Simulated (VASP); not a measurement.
A run of VASP 6.6.1:

The input POSCAR:

```
Zn
1.0
    2.6143598000      0.0000000000      0.0000000000
   -1.3071799000      2.2641020000      0.0000000000
    0.0000000000      0.0000000000      4.8731610200
Zn
2
Direct
    0.3333333300      0.6666666700      0.2500000000
    0.6666666700      0.3333333300      0.7500000000
```

INCAR.step1

```
  PREC = Accurate
  ENCUT = 600
  ISMEAR = 0
  SIGMA = 0.1
  LREAL = False
  LASPH = True
  NELM = 100
  GGA = PE
  ALGO = Normal
  EDIFF = 1E-4
  LWAVE = True
  LCHARG = False
```

Contents of INCAR.step2:

```
  PREC = Accurate
  ENCUT = 600
  EDIFF = 1E-6
  ISMEAR = 0
  SIGMA = 0.1
  LREAL = False
  LASPH = True
  NELM = 100
  ALGO = Normal
  ISIF = 3
  LWAVE = False
  LCHARG = False
  METAGGA = R2SCAN
  LMIXTAU = True
  LUSE_VDW = True
  IVDW_NL = 2
  BPARAM = 11.95
  CPARAM = 0.0093
  IBRION = 2
  NSW = 100
  EDIFFG = -0.002
  ISTART = 1
```

File KPOINTS:

```
regular mesh
0
Gamma
  18 18 10
```

Potentials or basis: VASP PAW PBE potentials, release 64 (Zn).

Command:

```sh
$ cat potpaw_PBE.64/Zn/POTCAR > POTCAR
$ cp INCAR.step1 INCAR
$ mpirun -np 1 vasp_std > vasp.out
$ cp INCAR.step2 INCAR
$ mpirun -np 1 vasp_std > vasp.out
```

Hardware: 1 thread of Intel(R) Xeon(R) 6975P-C (Granite Rapids), with other jobs on the host.

Question: Estimate the wall time of this run.

Answer: Wall time 19 min on 1 thread of Intel(R) Xeon(R) 6975P-C (Granite Rapids), on a shared host, peak memory 0.36 GiB. Counts: k points 222, ion steps 13.
